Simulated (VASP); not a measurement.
A run of VASP 6.6.1 is set up as follows.

File INCAR:

```
  ALGO = Normal
  EDIFF = 1E-6
  ENCUT = 520
  GGA = PS
  ISIF = 2
  ISMEAR = 0
  IVDW = 12
  LASPH = True
  LCHARG = True
  LELF = True
  LREAL = False
  LVHAR = True
  LWAVE = False
  NBANDS = 31
  NELM = 100
  PREC = Accurate
  SIGMA = 0.01
```

Contents of KPOINTS:

```
k-points
0
Gamma
  4 4 4
```

The input POSCAR:

```
CsMgBiO3
1.0
    3.2305000000      1.8651000000      3.7970000000
   -3.2305000000      1.8651000000      3.7970000000
    0.0000000000     -3.7303000000      3.7970000000
Cs Mg Bi O
1 1 1 3
Direct
    0.9173000000      0.9173000000      0.9173000000
    0.3022000000      0.3022000000      0.3022000000
    0.5653000000      0.5653000000      0.5653000000
    0.4914000000      0.9822000000      0.4914000000
    0.4914000000      0.4914000000      0.9822000000
    0.9822000000      0.4914000000      0.4914000000
```

Potentials or basis: VASP PAW PBE potentials, release 64 (Cs_sv, Mg, Bi_d, O).

Run with:

```bash
$ cat potpaw_PBE.64/Cs_sv/POTCAR potpaw_PBE.64/Mg/POTCAR potpaw_PBE.64/Bi_d/POTCAR potpaw_PBE.64/O/POTCAR > POTCAR
$ mpirun -np 1 vasp_std > vasp.out
```

**Question.** What does it give for the pressure?

**Answer.** -3.2 GPa.

**Question.** What does it give for the dispersion energy per atom?

**Answer.** -0.175 eV.

Stress tensor (GPa, compression positive):
```
-3.89  0.00  0.00
 0.00 -3.89  0.00
 0.00  0.00 -1.98
```

Caveat: the PAW data sets were made with another functional, which shifts forces and pressure a little.
